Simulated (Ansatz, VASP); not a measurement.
Si4F in VASP and in Ansatz

```
Si F
1.0
    -2.46391    2.46391    3.82958
     2.46391   -2.46391    3.82958
     2.46391    2.46391   -3.82958
Si F
4 1
Direct
  0.50000 0.50000 0.50000
  0.00000 0.00000 0.50000
  0.50000 0.00000 0.00000
  0.00000 0.50000 0.00000
  0.50000 0.50000 0.00000
```

Alike in both runs: functional PBE; k mesh 6 × 6 × 6; occupations gaussian, width 0.1 eV; no spin polarisation.

Ansatz relaxed the structure, and its values are those at the end. VASP's run is a single point on that final structure, the one shown.

|  | VASP | Ansatz |
| --- | --- | --- |
| version | VASP 6.6.1 | Ansatz 0.2.0 |
| potentials or method | VASP PAW PBE potentials, release 64 (Si, F), cutoff 520 eV | scalar-relativistic, plane waves, PAW |
| valence electrons in the cell | 23 | 23 |

```csv
,VASP,Ansatz,Ansatz less VASP
gap on the k mesh at the Fermi level (eV),none,none,-
pressure (GPa),-0.1,0.0,+0.07
```

A gap of «none» marks a metal or a gap that the smearing closes. The functional is the same, so the differences come from potentials, cutoffs and numerics.
